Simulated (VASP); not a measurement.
# Pt (P1) in VASP: single point with PBE

Aim: the single point of Pt with PBE.

All numbers are computed with VASP 6.6.1; they aren't measurements. Logs are shortened: lines on timing, memory, paths and dates and some standing lists are left out, and cuts for length are marked.

## Step 1: The cell of the first run

The typed cell holds 4 atoms: a = 4.713 Å, b = 4.681 Å, c = 2.722 Å, α = 89.16°, β = 73.14°, γ = 100.72°.

## Step 2: Single point, PBE

INCAR

```
SYSTEM = Pt
PREC = Accurate
ENCUT = 520
EDIFF = 1E-7
ISMEAR = -1
SIGMA = 0.05
LREAL = .FALSE.
LASPH = .TRUE.
NELM = 80
ALGO = Normal
ISIF = 2
LWAVE = .FALSE.
LCHARG = .FALSE.
GGA = PE
NBANDS = 28
```

KPOINTS

```
Automatic mesh
0
G
  3 3 6
  0 0 0
```

POSCAR

```
Pt
1.0
   -1.9340390000      3.8634710000      1.8840360000
    1.9706580000     -1.9221560000      3.7855330000
    1.9294110000      1.9197190000      0.0194050000
Pt
4
Direct
    0.9771340292      0.9807974040      0.0234667834
    0.0240393267      0.5008316298      0.4603649183
    0.4956728316      0.7723734733      0.7339999738
    0.4778050034      0.2289454247      0.2881067736
```

Potentials or basis: VASP PAW PBE potentials, release 64 (Pt).

On the command line:

```
$ cat potpaw_PBE.64/Pt/POTCAR > POTCAR
$ mpirun -np 1 vasp_std > vasp.out
```

OUTCAR:

```text
SYSTEM = Pt
   PREC = Accurate
   ENCUT = 520
   EDIFF = 1E-7
   ISMEAR = -1
   LREAL = .FALSE.
   LASPH = .TRUE.
   NELM = 80
   ISIF = 2
   GGA = PE

 ion  position               nearest neighbor table
   1  0.977  0.981  0.023-   3 2.53   2 2.60   3 2.64   4 2.66   3 2.71   2 2.72   4 2.73   4 2.73
                             2 2.74   2 2.80
   2  0.024  0.501  0.460-   1 2.60   3 2.61   4 2.62   3 2.65   1 2.72   1 2.74   1 2.80   4 2.82
                             3 2.92   4 2.94
   3  0.496  0.772  0.734-   4 2.47   1 2.53   2 2.61   4 2.63   1 2.64   2 2.65   1 2.71   4 2.83
                             4 2.91   2 2.92
   4  0.478  0.229  0.288-   3 2.47   2 2.62   3 2.63   1 2.66   1 2.73   1 2.73   2 2.82   3 2.83
                             3 2.91   2 2.94

  LATTYP: Found a triclinic cell.
 ALAT       =     8.1584761185
 B/A-ratio  =     0.3336191327
 C/A-ratio  =     1.3432045233
 COS(alpha) =     0.0050433290
 COS(beta)  =     0.5063265064
 COS(gamma) =     0.8332543464

  Lattice vectors:

 A1 = (   7.7222720000,   1.8956860000,  -1.8258210000)
 A2 = (   1.9294110000,   1.9197190000,   0.0194050000)
 A3 = (   7.7681470000,  -7.7293790000,   0.0368660000)

Analysis of symmetry for initial positions (statically):
=====================================================================
 Subroutine PRICEL returns:
 Original cell was already a primitive cell.

 Routine SETGRP: Setting up the symmetry group for a
 triclinic supercell.

 Subroutine GETGRP returns: Found  1 space group operations
 (whereof  1 operations were pure point group operations)
 out of a pool of  2 trial point group operations.

The static configuration has the point symmetry C_1 .

Analysis of symmetry for dynamics (positions and initial velocities):
=====================================================================
 Subroutine PRICEL returns:
 Original cell was already a primitive cell.

 Routine SETGRP: Setting up the symmetry group for a
 triclinic supercell.

 Subroutine GETGRP returns: Found  1 space group operations
 (whereof  1 operations were pure point group operations)
 out of a pool of  2 trial point group operations.

The dynamic configuration has the point symmetry C_1 .

 Subroutine INISYM returns: Found  1 space group operations
 (whereof  1 operations are pure point group operations),
 and found     1 'primitive' translations

----------------------------------------------------------------------------------------

                                     Primitive cell

  volume of cell :      56.3123

  direct lattice vectors                    reciprocal lattice vectors
    -1.934039000  3.863471000  1.884036000    -0.129713429  0.129023514  0.133039159
     1.970658000 -1.922156000  3.785533000     0.062896565 -0.065218630  0.198305496
     1.929411000  1.919719000  0.019405000     0.324027152  0.195945873 -0.069186602

  length of vectors
     4.713438943  4.680644906  2.721823727     0.226212419  0.218024121  0.384935275

  position of ions in fractional coordinates (direct lattice)
     0.977134029  0.980797404  0.023466783
     0.024039327  0.500831630  0.460364918
     0.495672832  0.772373473  0.733999974
     0.477805003  0.228945425  0.288106774

  ion indices of the primitive-cell ions
   primitive index   ion index
                 1           1
                 2           2
                 3           3
                 4           4

----------------------------------------------------------------------------------------

 KPOINTS: Automatic mesh

Automatic generation of k-mesh.
 Grid dimensions read from file:
 generate k-points for:    3    3    6

 Generating k-lattice:

  Cartesian coordinates                     Fractional coordinates (reciprocal lattice)
    -0.043237810  0.043007838  0.044346386     0.333333333  0.000000000 -0.000000000
     0.020965522 -0.021739543  0.066101832    -0.000000000  0.333333333 -0.000000000
     0.054004525  0.032657645 -0.011531100    -0.000000000  0.000000000  0.166666667

  Length of vectors
     0.075404140  0.072674707  0.064155879

  Shift w.r.t. Gamma in fractional coordinates (k-lattice)
     0.000000000  0.000000000  0.000000000

 Subroutine IBZKPT returns following result:
 ===========================================

 Found     28 irreducible k-points:

 Following reciprocal coordinates:
            Coordinates               Weight
  0.000000  0.000000  0.000000      1.000000
  0.333333 -0.000000  0.000000      2.000000
 -0.000000  0.333333  0.000000      2.000000
  0.333333  0.333333 -0.000000      2.000000
 -0.333333  0.333333  0.000000      2.000000
 -0.000000  0.000000  0.166667      2.000000
[... 16 lines left out ...]
 -0.333333 -0.333333  0.333333      2.000000
  0.000000  0.000000  0.500000      1.000000
 [... further k-points ...]
   k-points           NKPTS =     28   k-points in BZ     NKDIM =     28   number of bands    NBANDS=     28
   number of dos      NEDOS =    301   number of ions     NIONS =      4
   total plane-waves  NPLWV =  25920
   dimension x,y,z NGX =    36 NGY =   36 NGZ =   20
   dimension x,y,z NGXF=    72 NGYF=   72 NGZF=   40
   ions per type =               4
   NGX,Y,Z   is equivalent  to a cutoff of  12.70, 12.79, 12.22 a.u.
   NGXF,Y,Z  is equivalent  to a cutoff of  25.39, 25.57, 24.43 a.u.
 SYSTEM =  Pt
   PREC   = accura    normal or accurate (medium, high low for compatibility)
   ISTART =      0    job   : 0-new  1-cont  2-samecut
   ICHARG =      2    charge: 1-file 2-atom 10-const
   ISPIN  =      1    spin polarized calculation?
   LNONCOLLINEAR =      F non collinear calculations
   LSORBIT =      F    spin-orbit coupling
   LASPH  =      T    aspherical Exc in radial PAW
   ENCUT  =  520.0 eV  38.22 Ry    6.18 a.u.   8.76  8.70  5.06*2*pi/ulx,y,z
   NELM   =     80;   NELMIN=  2; NELMDL= -5     # of ELM steps
   EDIFF  = 0.1E-06   stopping-criterion for ELM
   LREAL  =      F    real-space projection
   EDIFFG = 0.1E-05   stopping-criterion for IOM
   NSW    =      0    number of steps for IOM
   IBRION =     -1    ionic relax: 0-MD 1-quasi-New 2-CG
   NFREE  =      0    steps in history (QN), initial steepest desc. (CG)
   ISIF   =      2    stress and relaxation
   ISYM   =      2    0-nonsym 1-usesym 2-fastsym
   POTIM  = 0.5000    time-step for ionic-motion
   TEBEG  =    0.0;   TEEND  =   0.0 temperature during run
   PSTRESS=    0.0 pullay stress
   NELECT =      40.0000    total number of electrons
   NUPDOWN=      -1.0000    fix difference up-down
   EMIN   =  10.00;   EMAX   =-10.00  energy-range for DOS
   EFERMI =   0.00;   METHOD = LEGACY
   ISMEAR =    -1;   SIGMA  =   0.05  broadening in eV -4-tet -1-fermi 0-gaus
   EFERMI_NEDOS =   21; number of points for ismear=-14 and -15
   IALGO  =     38    algorithm
   IMIX   =      4    mixing-type and parameters
     AMIX     =   0.40;   BMIX     =  1.00
     AMIX_MAG =   1.60;   BMIX_MAG =  1.00
  volume/ion in A,a.u.               =      14.08        95.00
  Fermi-wavevector in a.u.,A,eV,Ry     =   1.460698  2.760319 29.029919  2.133639
  Thomas-Fermi vector in A             =   2.577117
   LORBIT       =      0    0 simple, 1 ext, 2 COOP (PROOUT), +10 PAW based schemes
   GGA     = PE    functional components
   LHFCALC =     F    Hartree Fock is set to
   AEXX    =    0.0000 exact exchange contribution
   IVDW    =     0    specifies the selected vdW correction
   LEPSILON=     F    determine dielectric tensor
   LRPA    =     F    only Hartree local field effects (RPA)
 non-spin polarized calculation
  energy-cutoff  :      520.00
  volume of cell :       56.31
 maximum number of plane-waves:      1528
   NGX = 17   NGY = 17   NGZ = 11

 number of electron      40.0000002 magnetization

 Free energy of the ion-electron system (eV)
  ---------------------------------------------------
  ext. energy  EPLUGINS =         0.00000000
  ---------------------------------------------------
  free energy    TOTEN  =       -23.32269028 eV

  energy without entropy =      -23.28047233  energy(sigma->0) =      -23.30158130

 E-fermi :  12.6898     XC(G=0): -13.8866

 val. band max:       12.6827951461   @ k =   0.3333   0.0000   0.5000
 cond. band min:      12.7001330481   @ k =   0.3333  -0.0000   0.3333
 fundamental gap:      0.0173379020
 Fermi energy:        12.6898066115

 k-point     1 :       0.0000    0.0000    0.0000
  band No.  band energies     occupation
      1       1.6009      2.00000
      2       4.5042      2.00000
      3       5.5080      2.00000
      4       5.7713      2.00000
      5       6.7496      2.00000
      6       6.9092      2.00000
[... 20 lines left out ...]
     27      20.8278      0.00000
     28      26.7693      0.00000

 k-point     2 :       0.3333   -0.0000    0.0000
  band No.  band energies     occupation
      1       2.7133      2.00000
      2       4.3782      2.00000
      3       4.7304      2.00000
      4       4.9477      2.00000
      5       5.3526      2.00000
      6       7.8570      2.00000
[... 20 lines left out ...]
     27      23.3448      0.00000
     28      24.6168      0.00000

 k-point     3 :      -0.0000    0.3333    0.0000
  band No.  band energies     occupation
      1       2.6300      2.00000
      2       4.9119      2.00000
      3       5.2518      2.00000
      4       6.0354      2.00000
      5       6.8731      2.00000
      6       7.0409      2.00000
[... 20 lines left out ...]
     27      23.3087      0.00000
     28      25.7095      0.00000

 k-point     4 :       0.3333    0.3333   -0.0000
  band No.  band energies     occupation
      1       3.8958      2.00000
      2       4.4119      2.00000
      3       5.0767      2.00000
      4       5.4201      2.00000
      5       5.8360      2.00000
      6       7.1091      2.00000
[... 578 lines left out ...]
     27      21.9095      0.00000
     28      22.8721      0.00000

 k-point    23 :      -0.3333   -0.3333    0.3333
  band No.  band energies     occupation
      1       4.9863      2.00000
      2       5.3206      2.00000
      3       5.6724      2.00000
      4       5.8343      2.00000
      5       6.0922      2.00000
      6       6.2313      2.00000
[... 20 lines left out ...]
     27      23.0370      0.00000
     28      26.2980      0.00000

 k-point    24 :       0.0000    0.0000    0.5000
  band No.  band energies     occupation
      1       5.5002      2.00000
      2       5.6127      2.00000
      3       5.9593      2.00000
      4       6.2836      2.00000
      5       6.4586      2.00000
      6       6.8704      2.00000
[... 20 lines left out ...]
     27      21.6371      0.00000
     28      23.6859      0.00000

 [... further k-points ...]

------------------------ aborting loop because EDIFF is reached ----------------------------------------

  FORCE on cell =-STRESS in cart. coord.  units (eV):
  Direction    XX          YY          ZZ          XY          YZ          ZX
  --------------------------------------------------------------------------------------
  -------------------------------------------------------------------------------------
  Total       13.6195444     14.3759589     15.2594601     -0.7349732     -1.3576971     -1.6655354
  in kB      387.4985152    409.0197547    434.1568215    -20.9112011    -38.6287237    -47.3872315
  external PRESSURE =     410.2250304 kB  Pullay stress =       0.0000000 kB

 VOLUME and BASIS-vectors are now :
 -----------------------------------------------------------------------------
  energy-cutoff  :      520.00
  volume of cell :       56.31
      direct lattice vectors                 reciprocal lattice vectors
    -1.934039000  3.863471000  1.884036000    -0.129713429  0.129023514  0.133039159
     1.970658000 -1.922156000  3.785533000     0.062896565 -0.065218630  0.198305496
     1.929411000  1.919719000  0.019405000     0.324027152  0.195945873 -0.069186602

 POSITION                                       TOTAL-FORCE (eV/Angst)
 -----------------------------------------------------------------------------------
      0.08828      1.93493      5.55425        -0.379431     -0.581412      1.522563
      1.82871      0.01397      1.95014         1.445918     -0.536319     -1.981256
      1.97962      1.83947      3.87195        -0.862637      2.245004     -2.898017
      0.08296      1.95900      1.77247        -0.203850     -1.127273      3.356710
 -----------------------------------------------------------------------------------
    total drift:                               -0.000002     -0.000023      0.000022

  FREE ENERGIE OF THE ION-ELECTRON SYSTEM (eV)
  ---------------------------------------------------
  free  energy   TOTEN  =       -23.3226902759 eV

  energy  without entropy=      -23.2804723261  energy(sigma->0) =      -23.30158130
```

Run time: 22 s. Hardware: 1 thread of Intel Xeon 6975P-C (Granite Rapids), shared host; peak memory 0.18 GiB.

What came out:

| Property | Result |
| --- | --- |
| Free energy | -23.3227 eV |
| Pressure | 41.0 GPa |
| Largest force | 3.766 eV/Å |
| Band gap on the k mesh | zero (band 20 reaches 13.09 eV, above the bottom of band 21 at 12.06 eV) |

Forces in eV/Å, atoms in the order of the input:
```
Pt  -0.379 -0.581  1.523
Pt   1.446 -0.536 -1.981
Pt  -0.863  2.245 -2.898
Pt  -0.204 -1.127  3.357
```

Stress tensor (GPa, compression positive):
```
38.75 -2.09 -4.74
-2.09 40.90 -3.86
-4.74 -3.86 43.42
```

Levels at points of the mesh, in eV from the Fermi level:
| k point | band 17 | band 18 | band 19 | band 20 | band 21 | band 22 | band 23 | band 24 |
| --- | --- | --- | --- | --- | --- | --- | --- | --- |
| (0.00, 0.00, 0.00) | -1.63 | -0.74 | -0.22 | -0.01 | 0.15 | 0.21 | 3.14 | 3.35 |
| (0.00, 0.00, 0.50) | -0.81 | -0.50 | -0.08 | 0.12 | 1.68 | 2.21 | 5.39 | 5.89 |

Caveat: the k points lie up to 0.47 Å⁻¹ apart; spin-orbit coupling is left out, which moves the levels of the heavy elements; forces of over 1 eV/Å act on the atoms, so gaps and moduli don't describe the material at rest.
